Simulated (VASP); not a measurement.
# CaS (Fm-3m) in VASP: further runs

CaS is run at these levels: HSE06, HF; tasks: single point.

All numbers are computed with VASP 6.6.1; they aren't measurements. Logs are shortened: lines on timing, memory, paths and dates and some standing lists are left out, and cuts for length are marked.

### Step 1. The cell of the first run

Symmetry: Fm-3m, No. 225, cubic system. Conventional cell: a = 5.699 Å, b = 5.699 Å, c = 5.699 Å, α = 90.00°, β = 90.00°, γ = 90.00°. Within 3.8 Å of Ca (site symmetry m-3m) lie 6 S at 2.85 Å. Within 3.8 Å of S (site symmetry m-3m) lie 6 Ca at 2.85 Å.

### Step 2. Single point, HSE06

POSCAR

```
CaS
1.0
    0.0000000000      2.8492843808      2.8492843808
    2.8492843808      0.0000000000      2.8492843808
    2.8492843808      2.8492843808      0.0000000000
Ca S
1 1
Direct
    0.0000000000      0.0000000000      0.0000000000
    0.5000000000      0.5000000000      0.5000000000
```

INCAR.step1

```
SYSTEM = CaS
PREC = Accurate
ENCUT = 400
EDIFF = 1E-5
ISMEAR = -1
SIGMA = 0.02
LREAL = .FALSE.
LASPH = .TRUE.
NELM = 120
ALGO = Normal
ISIF = 2
LWAVE = .TRUE.
GGA = PE
NBANDS = 15
GGA_COMPAT = .FALSE.
```

INCAR.step2

```
SYSTEM = CaS
PREC = Accurate
ENCUT = 400
EDIFF = 1E-6
ISMEAR = -1
SIGMA = 0.02
LREAL = .FALSE.
LASPH = .TRUE.
NELM = 120
ALGO = Normal
ISIF = 2
LWAVE = .FALSE.
LCHARG = .TRUE.
GGA = PE
LHFCALC = .TRUE.
HFSCREEN = 0.2079
PRECFOCK = Normal
LELF = .TRUE.
LVHAR = .TRUE.
ISTART = 1
NBANDS = 15
GGA_COMPAT = .FALSE.
```

KPOINTS

```
Automatic mesh
0
G
  6 6 6
  0 0 0
```

Potentials or basis: VASP PAW PBE potentials, release 64 (Ca_sv, S).

The run is started by

```bash
> cat potpaw_PBE.64/Ca_sv/POTCAR potpaw_PBE.64/S/POTCAR > POTCAR
> cp INCAR.step1 INCAR
> mpirun -np 1 vasp_std > vasp.out
> cp INCAR.step2 INCAR
> mpirun -np 1 vasp_std > vasp.out
```

OUTCAR:

```text
SYSTEM = CaS
   PREC = Accurate
   ENCUT = 400
   EDIFF = 1E-6
   ISMEAR = -1
   LREAL = .FALSE.
   LASPH = .TRUE.
   NELM = 120
   ISIF = 2
   GGA = PE
   LHFCALC = .TRUE.
   HFSCREEN = 0.2079
   PRECFOCK = Normal
   ISTART = 1

 ion  position               nearest neighbor table
   1  0.000  0.000  0.000-   2 2.85   2 2.85   2 2.85   2 2.85   2 2.85   2 2.85
   2  0.500  0.500  0.500-   1 2.85   1 2.85   1 2.85   1 2.85   1 2.85   1 2.85

  LATTYP: Found a face centered cubic cell.
 ALAT       =     5.6985687616

  Lattice vectors:

 A1 = (   0.0000000000,   2.8492843808,   2.8492843808)
 A2 = (   2.8492843808,   0.0000000000,   2.8492843808)
 A3 = (   2.8492843808,   2.8492843808,   0.0000000000)

Analysis of symmetry for initial positions (statically):
=====================================================================
 Subroutine PRICEL returns:
 Original cell was already a primitive cell.

 Routine SETGRP: Setting up the symmetry group for a
 face centered cubic supercell.

 Subroutine GETGRP returns: Found 48 space group operations
 (whereof 48 operations were pure point group operations)
 out of a pool of 48 trial point group operations.

The static configuration has the point symmetry O_h .

Analysis of symmetry for dynamics (positions and initial velocities):
=====================================================================
 Subroutine PRICEL returns:
 Original cell was already a primitive cell.

 Routine SETGRP: Setting up the symmetry group for a
 face centered cubic supercell.

 Subroutine GETGRP returns: Found 48 space group operations
 (whereof 48 operations were pure point group operations)
 out of a pool of 48 trial point group operations.

The dynamic configuration has the point symmetry O_h .

 Subroutine INISYM returns: Found 48 space group operations
 (whereof 48 operations are pure point group operations),
 and found     1 'primitive' translations

----------------------------------------------------------------------------------------

                                     Primitive cell

  volume of cell :      46.2634

  direct lattice vectors                    reciprocal lattice vectors
     0.000000000  2.849284381  2.849284381    -0.175482659  0.175482659  0.175482659
     2.849284381  0.000000000  2.849284381     0.175482659 -0.175482659  0.175482659
     2.849284381  2.849284381  0.000000000     0.175482659  0.175482659 -0.175482659

  length of vectors
[... 91 lines left out ...]
   IMIX   =      1    mixing-type and parameters
     AMIX     =   0.40;   BMIX     =  1.00
     AMIX_MAG =   1.60;   BMIX_MAG =  1.00
  volume/ion in A,a.u.               =      23.13       156.10
  Fermi-wavevector in a.u.,A,eV,Ry     =   1.149130  2.171540 17.966479  1.320499
  Thomas-Fermi vector in A             =   2.285801
   LORBIT       =      0    0 simple, 1 ext, 2 COOP (PROOUT), +10 PAW based schemes
   GGA     = PE    functional components
   LHFCALC =     T    Hartree Fock is set to
   PRECFOCK=normal    Normal, Fast or Accurate (Low or Medium for compatibility)
   ENCUT4O =  -1.0   cutoff for four orbital integrals eV
   NKREDX  =     1    reduce k-point grid by
   NKREDY  =     1    reduce k-point grid by
   NKREDZ  =     1    reduce k-point grid by
   AEXX    =    0.2500 exact exchange contribution
   HFSCREEN=    0.2079 screening length (either q_TF or 0.3 A-1)
   HFSCREENC=   0.2079 screening length for correlation (either q_TF or 0.3 A-1)
   ENCUTFOCK=  -1.0 apply spherical cutoff to Coloumb kernel
   IVDW    =     0    specifies the selected vdW correction
   LEPSILON=     F    determine dielectric tensor
   LRPA    =     F    only Hartree local field effects (RPA)
 non-spin polarized calculation
  energy-cutoff  :      400.00
  volume of cell :       46.26
 maximum number of plane-waves:       869
 NGX is ok and might be reduce to    28
  NGX = 20; NGY = 20; NGZ = 20

 number of electron      15.9999998 magnetization

 Free energy of the ion-electron system (eV)
  ---------------------------------------------------
  ext. energy  EPLUGINS =         0.00000000
  ---------------------------------------------------
  free energy    TOTEN  =       -11.65879096 eV

  energy without entropy =      -11.65879096  energy(sigma->0) =      -11.65879096

 E-fermi :   2.5361     XC(G=0):  -7.7441

 val. band max:        2.0855333362   @ k =   0.0000   0.0000   0.0000
 cond. band min:       5.4918513305   @ k =   0.5000   0.5000   0.0000
 fundamental gap:      3.4063179944
 Fermi energy:         2.5360540907

 k-point     1 :       0.0000    0.0000    0.0000
  band No.  band energies     occupation
      1     -40.0950      2.00000
      2     -19.6016      2.00000
      3     -19.6016      2.00000
      4     -19.6016      2.00000
      5     -10.4165      2.00000
      6       2.0855      2.00000
      7       2.0855      2.00000
      8       2.0855      2.00000
      9       7.2473      0.00000
     10       7.5651      0.00000
     11       7.5651      0.00000
     12       7.5651      0.00000
     13       8.2363      0.00000
     14       8.2363      0.00000
[... 257 lines left out ...]
      2     -19.7147      2.00000
      3     -19.6743      2.00000
      4     -19.6621      2.00000
      5      -9.6136      2.00000
      6      -0.1955      2.00000
      7       0.5504      2.00000
      8       0.5881      2.00000
      9       6.9189      0.00000
     10       9.3714      0.00000
     11       9.5250      0.00000
     12      10.2404      0.00000
     13      10.6914      0.00000
     14      11.3479      0.00000
     15      13.5502      0.00000

------------------------ aborting loop because EDIFF is reached ----------------------------------------

  FORCE on cell =-STRESS in cart. coord.  units (eV):
  Direction    XX          YY          ZZ          XY          YZ          ZX
  --------------------------------------------------------------------------------------
  -------------------------------------------------------------------------------------
  Total        0.0498089      0.0498089      0.0498089      0.0000000     -0.0000000     -0.0000000
  in kB        1.7249633      1.7249633      1.7249633      0.0000000     -0.0000000     -0.0000000
  external PRESSURE =       1.7249633 kB  Pullay stress =       0.0000000 kB

 VOLUME and BASIS-vectors are now :
 -----------------------------------------------------------------------------
  energy-cutoff  :      400.00
  volume of cell :       46.26
      direct lattice vectors                 reciprocal lattice vectors
     0.000000000  2.849284381  2.849284381    -0.175482659  0.175482659  0.175482659
     2.849284381  0.000000000  2.849284381     0.175482659 -0.175482659  0.175482659
     2.849284381  2.849284381  0.000000000     0.175482659  0.175482659 -0.175482659

 POSITION                                       TOTAL-FORCE (eV/Angst)
 -----------------------------------------------------------------------------------
      0.00000      0.00000      0.00000         0.000000     -0.000000     -0.000000
      2.84928      2.84928      2.84928         0.000000      0.000000      0.000000
 -----------------------------------------------------------------------------------
    total drift:                                0.000000      0.000000      0.000000

  FREE ENERGIE OF THE ION-ELECTRON SYSTEM (eV)
  ---------------------------------------------------
  free  energy   TOTEN  =       -11.6587909562 eV

  energy  without entropy=      -11.6587909562  energy(sigma->0) =      -11.65879096
```

OSZICAR.step1:

```text
N       E                     dE             d eps       ncg     rms          rms(c)
DAV:   1     0.936956112321E+02    0.93696E+02   -0.66107E+03   480   0.827E+02
DAV:   2    -0.655234833185E+01   -0.10025E+03   -0.94907E+02   606   0.226E+02
DAV:   3    -0.104478992140E+02   -0.38956E+01   -0.38669E+01   650   0.435E+01
DAV:   4    -0.106196918822E+02   -0.17179E+00   -0.17172E+00   691   0.825E+00
DAV:   5    -0.106207577789E+02   -0.10659E-02   -0.10659E-02   636   0.753E-01    0.504E+00
DAV:   6    -0.103638331564E+02    0.25692E+00   -0.39371E-01   578   0.323E+00    0.338E+00
DAV:   7    -0.103567622119E+02    0.70709E-02   -0.10938E-01   624   0.201E+00    0.181E+00
DAV:   8    -0.103635999110E+02   -0.68377E-02   -0.19157E-02   550   0.114E+00    0.317E-01
DAV:   9    -0.103631615352E+02    0.43838E-03   -0.10326E-03   606   0.312E-01    0.838E-02
DAV:  10    -0.103634157529E+02   -0.25422E-03   -0.29254E-04   595   0.122E-01    0.278E-02
DAV:  11    -0.103634605488E+02   -0.44796E-04   -0.77905E-05   557   0.708E-02    0.243E-02
DAV:  12    -0.103634599404E+02    0.60841E-06   -0.43825E-06   352   0.148E-02
   1 F= -.10363460E+02 E0= -.10363460E+02  d E =-.419668E-13
```

It took 21 min on 1 thread of Intel Xeon Platinum 8124M at 3.00GHz (Skylake/Cascade Lake), shared host; peak memory 0.27 GiB.

What came out:

```yaml
Free_energy: -11.6588 eV
Pressure: 0.2 GPa
Band_gap_on_the_k_mesh: 3.41 eV (least direct gap 4.31 eV)
```

Caveat: the PAW data sets were made with another functional, which shifts forces and pressure a little.

### Step 3. Single point, HF

POSCAR

```
CaS
1.0
    0.0000000000      2.8479335931      2.8479335931
    2.8479335931      0.0000000000      2.8479335931
    2.8479335931      2.8479335931      0.0000000000
Ca S
1 1
Direct
    0.0000000000      0.0000000000      0.0000000000
    0.5000000000      0.5000000000      0.5000000000
```

INCAR.step1

```
SYSTEM = CaS
  PREC = Accurate
  ENCUT = 400
  EDIFF = 1E-5
  ISMEAR = 0
  SIGMA = 0.01
  LREAL = .False.
  LASPH = .True.
  NELM = 120
  ALGO = Normal
  ISIF = 2
  LWAVE = .True.
  GGA = PE
  NBANDS = 15
  GGA_COMPAT = .False.
```

INCAR.step2

```
SYSTEM = CaS
  PREC = Accurate
  ENCUT = 400
  EDIFF = 1E-6
  ISMEAR = 0
  SIGMA = 0.01
  LREAL = .False.
  LASPH = .True.
  NELM = 120
  ALGO = Normal
  ISIF = 2
  LWAVE = .False.
  LCHARG = .True.
  GGA = PE
  LHFCALC = .True.
  AEXX = 1.0
  ALDAC = 0.0
  AGGAC = 0.0
  PRECFOCK = Normal
  LELF = .True.
  LVHAR = .True.
  ISTART = 1
  NBANDS = 15
  GGA_COMPAT = .False.
```

KPOINTS

```
regular mesh
0
Gamma
  6 6 6
  0 0 0
```

Potentials or basis: VASP PAW PBE potentials, release 64 (Ca_sv, S).

The run is started by

```bash
> cat potpaw_PBE.64/Ca_sv/POTCAR potpaw_PBE.64/S/POTCAR > POTCAR
> cp INCAR.step1 INCAR
> mpirun -np 1 vasp_std > vasp.out
> cp INCAR.step2 INCAR
> mpirun -np 1 vasp_std > vasp.out
```

OUTCAR:

```text
SYSTEM = CaS
   PREC = Accurate
   ENCUT = 400
   EDIFF = 1E-6
   ISMEAR = 0
   LREAL = .False.
   LASPH = .True.
   NELM = 120
   ISIF = 2
   GGA = PE
   LHFCALC = .True.
   AEXX = 1.0
   PRECFOCK = Normal
   ISTART = 1

 ion  position               nearest neighbor table
   1  0.000  0.000  0.000-   2 2.85   2 2.85   2 2.85   2 2.85   2 2.85   2 2.85
   2  0.500  0.500  0.500-   1 2.85   1 2.85   1 2.85   1 2.85   1 2.85   1 2.85

  LATTYP: Found a face centered cubic cell.
 ALAT       =     5.6958671862

  Lattice vectors:

 A1 = (   0.0000000000,   2.8479335931,   2.8479335931)
 A2 = (   2.8479335931,   0.0000000000,   2.8479335931)
 A3 = (   2.8479335931,   2.8479335931,   0.0000000000)

Analysis of symmetry for initial positions (statically):
=====================================================================
 Subroutine PRICEL returns:
 Original cell was already a primitive cell.

 Routine SETGRP: Setting up the symmetry group for a
 face centered cubic supercell.

 Subroutine GETGRP returns: Found 48 space group operations
 (whereof 48 operations were pure point group operations)
 out of a pool of 48 trial point group operations.

The static configuration has the point symmetry O_h .
[... 175 lines left out ...]
      6      -0.2549      2.00000
      7      -0.2549      2.00000
      8      -0.2549      2.00000
      9      11.5662      0.00000
     10      12.4256      0.00000
     11      12.4256      0.00000
     12      12.4256      0.00000
     13      13.4555      0.00000
     14      13.4555      0.00000
[... 257 lines left out ...]
      2     -26.1890      2.00000
      3     -26.1389      2.00000
      4     -26.1262      2.00000
      5     -15.2097      2.00000
      6      -3.1251      2.00000
      7      -2.1457      2.00000
      8      -2.0788      2.00000
      9      11.3665      0.00000
     10      14.2830      0.00000
     11      14.9125      0.00000
     12      16.1726      0.00000
     13      17.0307      0.00000
     14      17.1532      0.00000
     15      19.3191      0.00000

------------------------ aborting loop because EDIFF is reached ----------------------------------------

  FORCE on cell =-STRESS in cart. coord.  units (eV):
  Direction    XX          YY          ZZ          XY          YZ          ZX
  --------------------------------------------------------------------------------------
  -------------------------------------------------------------------------------------
  Total        1.7654338      1.7654338      1.7654338      0.0000000      0.0000000      0.0000000
  in kB       61.2269263     61.2269263     61.2269263      0.0000000      0.0000000      0.0000000
  external PRESSURE =      61.2269263 kB  Pullay stress =       0.0000000 kB

 VOLUME and BASIS-vectors are now :
 -----------------------------------------------------------------------------
  energy-cutoff  :      400.00
  volume of cell :       46.20
      direct lattice vectors                 reciprocal lattice vectors
     0.000000000  2.847933593  2.847933593    -0.175565891  0.175565891  0.175565891
     2.847933593  0.000000000  2.847933593     0.175565891 -0.175565891  0.175565891
     2.847933593  2.847933593  0.000000000     0.175565891  0.175565891 -0.175565891

 POSITION                                       TOTAL-FORCE (eV/Angst)
 -----------------------------------------------------------------------------------
      0.00000      0.00000      0.00000        -0.000000      0.000000      0.000000
      2.84793      2.84793      2.84793         0.000000     -0.000000      0.000000
 -----------------------------------------------------------------------------------
    total drift:                                0.000000      0.000000      0.000000

  FREE ENERGIE OF THE ION-ELECTRON SYSTEM (eV)
  ---------------------------------------------------
  free  energy   TOTEN  =       -15.9640834650 eV

  energy  without entropy=      -15.9640834650  energy(sigma->0) =      -15.96408346
```

Run time: 24 min. Hardware: 1 thread of Intel Xeon Platinum 8124M at 3.00GHz (Skylake/Cascade Lake), shared host; peak memory 0.17 GiB.

What came out:

```yaml
Free_energy: -15.9641 eV
Pressure: 6.1 GPa
Band_gap_on_the_k_mesh: 9.91 eV (least direct gap 11.08 eV)
```

Levels at points of the mesh, in eV from the valence-band top:
```
           k point  band 4  band 5  band 6  band 7  band 8  band 9  band 10  band 11  band 12  band 13
(0.00, 0.00, 0.00)  -25.79  -16.01    0.00    0.00    0.00   11.82    12.68    12.68    12.68    13.71
(0.50, 0.00, 0.00)  -25.80  -14.82   -4.16   -1.39   -1.39   12.61    15.70    16.34    16.34    16.93
(0.50, 0.50, 0.00)  -25.86  -15.08   -3.23   -1.17   -1.17    9.91    13.82    15.19    17.16    17.38
```

Caveat: the cell stands under pressure; the PAW data sets were made with another functional, which shifts forces and pressure a little. A k mesh can miss the band edges.
